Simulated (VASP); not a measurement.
Wanted: the native input for a VASP 6.6.1 run.

| Property | Result |
| --- | --- |
| Task | single point |
| Functional | PBE |
| Potentials or basis | VASP PAW PBE potentials, release 64 (Mo_sv, Cl) |
| Cutoff | 520 eV |
| k mesh | 14 × 14 × 4 |
| Occupations | gaussian, width 0.1 eV |
| Spin | no spin polarisation |
| Dipole correction | no |
| Further INCAR settings | ALGO = Normal; EDIFF = 1e-07; NBANDS = 29 |

The structure of MoCl lies in POSCAR:

```
MoCl
1.0
    2.7415451470     -1.5830158488      0.0047441921
    2.7415451470      1.5830158488      0.0047441921
   -0.1950130055      0.0000000000      9.6002972119
Mo Cl
2 2
Direct
    0.3364528018      0.3364528018      0.5975532314
    0.6635471982      0.6635471982      0.4024467686
    0.6757476755      0.6757476755      0.7809779301
    0.3242523245      0.3242523245      0.2190220699
```

One way to write it, as run:

INCAR

```
SYSTEM = MoCl
PREC = Accurate ; ENCUT = 520
EDIFF = 1E-7 ; ISMEAR = 0
SIGMA = 0.1 ; LREAL = .False.
LASPH = .True. ; NELM = 80
ALGO = Normal ; ISIF = 2
LWAVE = .False. ; LCHARG = .False.
GGA = PE ; NBANDS = 29
```

KPOINTS

```
regular mesh
0
Gamma
  14 14 4
  0 0 0
```

Potentials or basis: VASP PAW PBE potentials, release 64 (Mo_sv, Cl).

Run with:

```console
$ cat potpaw_PBE.64/Mo_sv/POTCAR potpaw_PBE.64/Cl/POTCAR > POTCAR
$ mpirun -np 1 vasp_std > vasp.out
```

Results of the run:

```yaml
Pressure: 0.1 GPa
Largest_force: 0.017 eV/Å
Band_gap_on_the_k_mesh: zero (bands 21 and 22 overlap by 0.88 eV)
```

Caveat: this functional lacks dispersion, which binds layers or chains, so the pressure and a relaxed spacing across them are unreliable.

Run time: 9.5 min on 1 thread of Oxide Virtual Turin-like Processor, on a shared host, peak memory 0.47 GiB.
